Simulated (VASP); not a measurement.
Write the native input for VASP 6.6.1 that does the following.

```
Task                   : relaxation of cell and atoms
Functional             : PBE
Potentials or basis    : VASP PAW PBE potentials, release 64 (Y_sv)
Cutoff                 : 600 eV
k mesh                 : 15 × 15 × 8
Occupations            : gaussian, width 0.1 eV
Spin                   : no spin polarisation
Dipole correction      : no
Further INCAR settings : ALGO = Fast; EDIFF = 1e-06; IBRION = 2; EDIFFG = -0.005; NSW = 100; ISIF = 3
```

The structure of Y lies in POSCAR:

```
Y
1.0
    3.6631000000      0.0000000000      0.0000000000
   -1.8315500000      3.1723376566      0.0000000000
    0.0000000000      0.0000000000      5.8147000000
Y
2
Direct
    0.3333333333      0.6666666667      0.2500000000
    0.6666666667      0.3333333333      0.7500000000
```

The input as run:

INCAR

```
  ALGO = Fast
  EDIFF = 1E-6
  EDIFFG = -0.005
  ENCUT = 600
  GGA = PE
  IBRION = 2
  ISIF = 3
  ISMEAR = 0
  LASPH = T
  LCHARG = F
  LREAL = F
  LWAVE = F
  NELM = 60
  NSW = 100
  PREC = Accurate
  SIGMA = 0.1
```

KPOINTS

```
k-points
0
Gamma
  15 15 8
```

Potentials or basis: VASP PAW PBE potentials, release 64 (Y_sv).

Run with:

```console
$ cat potpaw_PBE.64/Y_sv/POTCAR > POTCAR
$ mpirun -np 1 vasp_std > vasp.out
```

It gave:

```yaml
Relaxed_volume: 32.75 Å³/atom
Relaxed_cell: a = 3.653 Å, b = 3.653 Å, c = 5.668 Å, α = 90.00°, β = 90.00°, γ = 120.00°
Space_group_after_relaxing_to_0.1_Å: P6_3/mmc (No. 194)
Energy_gained_by_relaxing: 5.9 meV/atom
Ionic_steps: 6
Pressure_after_relaxing: 0.0 GPa
Band_gap_on_the_k_mesh: zero (bands 11 and 12 overlap by 1.48 eV)
```

Run time: 18 min on 1 thread of Intel Xeon 8259CL, with other jobs on the host, peak memory 0.35 GiB.
